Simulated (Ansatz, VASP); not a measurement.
## H5CClO: VASP beside Ansatz

```
C Cl H O
1.0
     7.87299    0.00000    0.00000
     0.00000    7.87299    0.00000
     0.00000    0.00000    7.87299
C Cl H O
4 4 20 4
Direct
  0.23815 0.69519 0.09734
  0.63903 0.43142 0.82285
  0.00480 0.06658 0.38536
  0.68573 0.92240 0.78869
  0.39087 0.76849 0.25226
  0.50852 0.31882 0.97303
  0.05669 0.27329 0.30246
  0.78736 0.92431 0.99232
  0.26437 0.76020 0.97727
  0.25468 0.55805 0.08425
  0.11123 0.72592 0.14483
  0.61507 0.56711 0.83823
  0.77202 0.40146 0.84960
  0.60387 0.38991 0.69484
  0.87994 0.03132 0.33612
  0.10244 0.97836 0.34095
  0.00730 0.07589 0.52382
  0.71386 0.04259 0.72482
  0.73767 0.81491 0.71748
  0.54886 0.90812 0.80744
  0.31099 0.78383 0.55513
  0.14904 0.72430 0.64597
  0.81991 0.48356 0.24911
  0.70706 0.64474 0.23268
  0.26656 0.17851 0.82631
  0.20797 0.01153 0.73821
  0.01453 0.48224 0.58610
  0.91103 0.61340 0.48611
  0.25637 0.78742 0.66634
  0.81614 0.60456 0.27596
  0.17058 0.12740 0.76705
  0.96813 0.59652 0.59669
```

Alike in both runs: functional PBE; dispersion D3(BJ); k mesh 1 × 1 × 1; occupations fermi-dirac, width 0.05 eV; no spin polarisation.

Ansatz relaxed the structure, and its values are those at the end. VASP's run is a single point on that final structure, the one shown.

|  | VASP | Ansatz |
| --- | --- | --- |
| version | VASP 6.6.1 | Ansatz 0.2.0 |
| potentials or method | VASP PAW PBE potentials, release 64 (C_h, Cl, H_h, O_h), cutoff 1000 eV | scalar-relativistic, plane waves, PAW |
| valence electrons in the cell | 88 | 88 |

Ansatz gave:

```
rms of the force components (eV/Å) : 0.032
```

Problem. Estimate VASP's values.

Solution. rms of the force components (eV/Å): 0.046.
